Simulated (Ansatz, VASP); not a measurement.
**One calculation of SiGeTe2S2, two programs**

The input INCAR:

```
SYSTEM = SiGeTe2S2
PREC     = Accurate       ! precision mode
ENCUT    = 600            ! plane-wave cutoff, eV
EDIFF    = 1E-6           ! SCF threshold, eV
ISMEAR   = 0              ! smearing method
SIGMA    = 0.1            ! smearing width, eV
LREAL    = .FALSE.        ! projectors in reciprocal space
LASPH    = .TRUE.         ! aspherical terms in the spheres
NELM     = 100            ! most SCF steps
ALGO     = Normal         ! electronic algorithm
ISIF     = 3              ! what is computed and relaxed
LWAVE    = .FALSE.        ! write WAVECAR
LCHARG   = .FALSE.        ! write CHGCAR
GGA      = PE             ! functional
IBRION   = 2              ! ionic algorithm
NSW      = 90             ! ionic steps
EDIFFG   = -0.04          ! ionic threshold
```

File KPOINTS:

```
Automatic mesh
0
G
  6 6 2
  0 0 0
```

File POSCAR:

```
SiGeTe2S2
1.0
    4.2892396500      0.0000000000      0.0000000000
   -2.1446198200      3.7145905000      0.0000000000
    0.0000000000      0.0000000000     11.0938156700
Si Ge Te S
1 1 2 2
Direct
    0.0000000000      0.0000000000      0.0000000000
    0.0000000000      0.0000000000      0.5000000000
    0.0000000000      0.0000000000      0.7742676200
    0.0000000000      0.0000000000      0.2257323800
    0.3333333300      0.6666666700      0.0000000000
    0.6666666700      0.3333333300      0.0000000000
```

Input for Ansatz:

```yaml
crystal:
  lattice:
    - [4.28923965, 0.0, 0.0]
    - [-2.14461982, 3.7145905, 0.0]
    - [0.0, 0.0, 11.09381567]
  atoms:
    - { symbol: Si, position: [0.0, 0.0, 0.0] }
    - { symbol: Ge, position: [0.0, 0.0, 0.5] }
    - { symbol: Te, position: [0.0, 0.0, 0.77426762] }
    - { symbol: Te, position: [0.0, 0.0, 0.22573238] }
    - { symbol: S, position: [0.33333333, 0.66666667, 0.0] }
    - { symbol: S, position: [0.66666667, 0.33333333, 0.0] }
basis:
  ecutwfc: 420
kpoints:
  mp_grid: { grid: [6, 6, 2] }
hamiltonian:
  xc: pbe
scf:
  occupations: { method: gaussian, width: 0.1 }
  lower_state_search: "off"
output:
  forces: true
  stress: true
  eigenvalues: true
relax:
  adjacent_minimum: "off"
  f_tol: 0.04
  max_steps: 70
  cell: { stress_tol: 0.4 }
```

Alike in both runs: task relaxation of cell and atoms; functional PBE; k mesh 6 × 6 × 2; occupations gaussian, width 0.1 eV; no spin polarisation.

```csv
,VASP,Ansatz
version,VASP 6.6.1,Ansatz 0.2.0
potentials or method,"VASP PAW PBE potentials, release 64 (Si, Ge_d, Te, S), cutoff 600 eV","scalar-relativistic, plane waves, PAW"
valence electrons in the cell,42,62
```

|  | VASP | Ansatz | Ansatz less VASP |
| --- | --- | --- | --- |
| gap on the k mesh at the Fermi level, each at its own relaxed structure (eV) | none | none | - |
| relaxed volume (Å³/atom) | 30.44 | 30.25 | -0.184 |
| relaxed cell length with the largest relative difference (Å) | 4.479 | 4.469 | -0.0103 |

A gap of «none» marks a metal or a gap that the smearing closes. VASP's potentials hold 42 valence electrons a cell and Ansatz's 62, so a difference there can come from the potentials and not from the codes.

Spin-orbit coupling is off throughout.
